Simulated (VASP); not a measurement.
# ZnS in VASP: further runs, part 2 of 2

VASP 6.6.1. The steps go on from the part before.

**5. Single point, PBE**

This run uses another cell than the first one, of 15.72 Å³/atom.

The input, INCAR:

```
SYSTEM = ZnS
ALGO     = Normal         ! electronic algorithm
EDIFF    = 1E-7           ! SCF threshold, eV
ENCUT    = 520            ! plane-wave cutoff, eV
GGA      = PE             ! functional
ISIF     = 2              ! what is computed and relaxed
ISMEAR   = 0              ! smearing method
LASPH    = .True.         ! aspherical terms in the spheres
LCHARG   = .False.        ! write CHGCAR
LREAL    = .False.        ! projectors in reciprocal space
LWAVE    = .False.        ! write WAVECAR
NBANDS   = 16             ! bands
NELM     = 80             ! most SCF steps
PREC     = Accurate       ! precision mode
SIGMA    = 0.01           ! smearing width, eV
```

The input, KPOINTS:

```
k-points
0
Gamma
  10 10 10
  0 0 0
```

The input, POSCAR:

```
ZnS
1.0
    0.0000000000      2.5051979077      2.5051979077
    2.5051979077      0.0000000000      2.5051979077
    2.5051979077      2.5051979077      0.0000000000
Zn S
1 1
Direct
    0.0000000000      0.0000000000      0.0000000000
    0.7500000000      0.7500000000      0.7500000000
```

Potentials or basis: VASP PAW PBE potentials, release 64 (Zn, S).

Launch:

```
cat potpaw_PBE.64/Zn/POTCAR potpaw_PBE.64/S/POTCAR > POTCAR
mpirun -np 1 vasp_std > vasp.out
```

OUTCAR:

```text
SYSTEM = ZnS
   EDIFF = 1E-7
   ENCUT = 520
   GGA = PE
   ISIF = 2
   ISMEAR = 0
   LASPH = .True.
   LREAL = .False.
   NELM = 80
   PREC = Accurate

 ion  position               nearest neighbor table
   1  0.000  0.000  0.000-   2 2.17   2 2.17   2 2.17   2 2.17
   2  0.750  0.750  0.750-   1 2.17   1 2.17   1 2.17   1 2.17

  LATTYP: Found a face centered cubic cell.
 ALAT       =     5.0103958154

  Lattice vectors:

 A1 = (   0.0000000000,   2.5051979077,   2.5051979077)
[... 642 lines left out ...]

------------------------ aborting loop because EDIFF is reached ----------------------------------------

  FORCE on cell =-STRESS in cart. coord.  units (eV):
  Direction    XX          YY          ZZ          XY          YZ          ZX
  --------------------------------------------------------------------------------------
  -------------------------------------------------------------------------------------
  Total        5.9530480      5.9530480      5.9530480      0.0000000      0.0000000      0.0000000
  in kB      303.3149709    303.3149709    303.3149709      0.0000000      0.0000000      0.0000000
  external PRESSURE =     303.3149709 kB  Pullay stress =       0.0000000 kB

 VOLUME and BASIS-vectors are now :
 -----------------------------------------------------------------------------
  energy-cutoff  :      520.00
  volume of cell :       31.45
      direct lattice vectors                 reciprocal lattice vectors
     0.000000000  2.505197908  2.505197908    -0.199585030  0.199585030  0.199585030
     2.505197908  0.000000000  2.505197908     0.199585030 -0.199585030  0.199585030
     2.505197908  2.505197908  0.000000000     0.199585030  0.199585030 -0.199585030

 POSITION                                       TOTAL-FORCE (eV/Angst)
 -----------------------------------------------------------------------------------
      0.00000      0.00000      0.00000        -0.000000     -0.000000     -0.000000
      3.75780      3.75780      3.75780         0.000000      0.000000      0.000000
 -----------------------------------------------------------------------------------
    total drift:                               -0.000003     -0.000003     -0.000003

  FREE ENERGIE OF THE ION-ELECTRON SYSTEM (eV)
  ---------------------------------------------------
  free  energy   TOTEN  =        -6.1744930144 eV

  energy  without entropy=       -6.1744930144  energy(sigma->0) =       -6.17449301
```

OSZICAR:

```text
N       E                     dE             d eps       ncg     rms          rms(c)
DAV:   1     0.914791877226E+02    0.91479E+02   -0.92127E+03  1512   0.148E+03
DAV:   2    -0.118839639712E+01   -0.92668E+02   -0.87053E+02  1744   0.274E+02
DAV:   3    -0.661425183161E+01   -0.54259E+01   -0.54048E+01  1944   0.640E+01
DAV:   4    -0.666353727085E+01   -0.49285E-01   -0.49280E-01  1760   0.626E+00
DAV:   5    -0.666401496103E+01   -0.47769E-03   -0.47769E-03  1976   0.613E-01    0.108E+01
DAV:   6    -0.621037866450E+01    0.45364E+00   -0.82571E-01  2176   0.357E+01    0.802E+00
DAV:   7    -0.617628327721E+01    0.34095E-01   -0.36010E-01  1856   0.659E+00    0.381E+00
DAV:   8    -0.617477057886E+01    0.15127E-02   -0.10531E-02  2088   0.229E+00    0.987E-01
DAV:   9    -0.617438045597E+01    0.39012E-03   -0.24288E-03  1824   0.395E-01    0.792E-02
DAV:  10    -0.617443052494E+01   -0.50069E-04   -0.24194E-04  1936   0.122E-01    0.876E-02
DAV:  11    -0.617449193569E+01   -0.61411E-04   -0.50034E-05  1648   0.481E-02    0.777E-02
DAV:  12    -0.617449281305E+01   -0.87736E-06   -0.17702E-05  1912   0.336E-02    0.113E-02
DAV:  13    -0.617449302157E+01   -0.20852E-06   -0.18373E-06  1728   0.131E-02    0.249E-03
DAV:  14    -0.617449301442E+01    0.71532E-08   -0.62153E-08  1568   0.418E-03
   1 F= -.61744930E+01 E0= -.61744930E+01  d E =-.271452E-17
```

Run time: 19 s. Hardware: 1 thread of Intel Xeon Platinum 8488C (Sapphire Rapids), shared host; peak memory 0.16 GiB.

What came out:

| Property | Result |
| --- | --- |
| Free energy | -6.1745 eV |
| Pressure | 30.3 GPa |
| Band gap on the k mesh | 2.80 eV (least direct gap 3.17 eV) |

Caveat: the cell stands under pressure. A k mesh can miss the band edges.

**6. Relaxation of cell and atoms, PBE, target pressure 30 GPa, at which the enthalpy is minimised**

This run uses another cell than the first one, of 20.16 Å³/atom.

The input, INCAR:

```
  PREC = Accurate
  ENCUT = 600
  EDIFF = 1E-7
  ISMEAR = 0
  SIGMA = 0.01
  LREAL = False
  LASPH = True
  NELM = 60
  ALGO = Normal
  ISIF = 3
  LWAVE = False
  LCHARG = False
  GGA = PE
  IBRION = 2
  NSW = 80
  EDIFFG = -0.001
  PSTRESS = 300.0
```

The input, KPOINTS:

```
Automatic mesh
0
Gamma
  10 10 10
```

The input, POSCAR:

```
ZnS
1.0
    0.0000000000      2.7216977293      2.7216977293
    2.7216977293      0.0000000000      2.7216977293
    2.7216977293      2.7216977293      0.0000000000
Zn S
1 1
Direct
    0.0000000000      0.0000000000      0.0000000000
    0.7500000000      0.7500000000      0.7500000000
```

Potentials or basis: VASP PAW PBE potentials, release 64 (Zn, S).

Launch:

```
cat potpaw_PBE.64/Zn/POTCAR potpaw_PBE.64/S/POTCAR > POTCAR
mpirun -np 1 vasp_std > vasp.out
```

It took 2 min on 1 thread of Intel Xeon Platinum 8488C (Sapphire Rapids), shared host; peak memory 0.2 GiB.

It converged, with:

```
Free energy                                                : -6.1872 eV
Relaxed volume                                             : 15.75 Å³/atom
Relaxed cell                                               : a = 3.545 Å, b = 3.545 Å, c = 3.545 Å, α = 60.00°, β = 60.00°, γ = 60.00°
Space group after relaxing (to 0.1 Å)                      : F-43m (No. 216)
Energy change on relaxing (the run minimises the enthalpy) : +332.7 meV/atom
Ionic steps                                                : 8
Pressure after relaxing                                    : 30.0 GPa
Band gap on the k mesh                                     : 2.80 eV (least direct gap 3.16 eV)
```

The path:
```tsv
step	energy change (eV)	largest force (eV/Å)	pressure (GPa)	volume (Å³)
1	0.0000	0.0000	0.16	40.32
2	5.2231	0.0000	157.54	22.14
3	0.5374	0.0000	25.88	32.24
4	0.6241	0.0000	28.68	31.73
5	0.6659	0.0000	30.02	31.50
6	0.6647	0.0000	29.96	31.51
7	0.6656	0.0000	30.01	31.50
8	0.6654	0.0000	29.99	31.51
```

Final structure:
```
CELL_PARAMETERS angstrom
0.00000 2.50678 2.50678
2.50678 0.00000 2.50678
2.50678 2.50678 0.00000
ATOMIC_POSITIONS crystal
Zn 0.00000 0.00000 0.00000
S 0.75000 0.75000 0.75000
```

Levels at points of the mesh, in eV from the valence-band top:
```csv
k point,band 6,band 7,band 8,band 9,band 10,band 11,band 12,band 13
"(0.00, 0.00, 0.00)",-6.74,0.00,0.00,0.00,3.16,6.11,6.11,6.11
"(0.50, 0.00, 0.00)",-6.69,-6.39,-1.25,-1.25,3.69,6.67,6.67,9.57
"(0.50, 0.50, 0.00)",-6.45,-5.53,-3.16,-3.16,2.80,3.85,12.81,13.49
```

Caveat: the cell is relaxed towards a set pressure, so the run minimises the enthalpy, not the energy; the volume moved by over 15 % at a fixed basis, so the end points are rough. A k mesh can miss the band edges.

**7. The runs side by side**

```csv
task,level,cell,cutoff (eV),smearing,gap on the mesh (eV),pressure (GPa)
single point,PBE,"a = 3.855 Å, angles 60.0°, 2 atoms, atomic positions A",520,gaussian 0.02 eV,2.00,-0.1
single point,r2SCAN,"a = 3.796 Å, angles 60.0°, 2 atoms, atomic positions A",520,gaussian 0.02 eV,2.77,0.9
single point,PBE,"a = 3.825 Å, angles 60.0°, 2 atoms, atomic positions B",520,gaussian 0.02 eV,2.07,1.6
single point,PBE,"a = 3.543 Å, angles 60.0°, 2 atoms, atomic positions A",520,gaussian 0.01 eV,2.80,30.3
relaxation of cell and atoms,PBE,"relaxed to 30 GPa from a = 3.849 Å, angles 60.0°, 2 atoms, atomic positions A",600,gaussian 0.01 eV,2.80,30.0
```

Alike in all rows: potentials or basis VASP PAW PBE potentials, release 64 (Zn, S); no spin polarisation; k mesh 10 × 10 × 10.

Caveats: the PAW data sets were made with another functional, which shifts forces and pressure a little (at least some runs); the cell stands under pressure (at least some runs); the cell is relaxed towards a set pressure, so the run minimises the enthalpy, not the energy (at least some runs); the volume moved by over 15 % at a fixed basis, so the end points are rough (at least some runs).

Total energies depend on the potentials used, so only differences within one code and one set of settings carry meaning.
